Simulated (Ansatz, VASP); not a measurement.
# One calculation of KScS2, two programs

```
CELL_PARAMETERS angstrom
4.13076 0.00000 0.00000
0.00000 4.13076 0.00000
0.00000 0.00000 5.58962
ATOMIC_POSITIONS crystal
K 0.00000 0.00000 0.00000
S 0.00000 0.00000 0.50000
S 0.50000 0.50000 0.00000
Sc 0.50000 0.50000 0.50000
```

Alike in both runs: task single point; functional PBE; k mesh 6 × 6 × 4; occupations fermi-dirac, width 0.02 eV; no spin polarisation.

|  | VASP | Ansatz |
| --- | --- | --- |
| version | VASP 6.6.1 | Ansatz 0.2.0 |
| potentials or method | VASP PAW PBE potentials, release 64 (K_sv, S, Sc_sv) | plane waves, PAW |
| plane-wave cutoff (eV) | 520 | 420 |
| valence electrons in the cell | 32 | 32 |

Ansatz gave:

| Quantity | Value |
| --- | --- |
| pressure (GPa) | -3.0 |

Q: What did VASP give for the same quantities?

A: Pressure (GPa): -2.8.
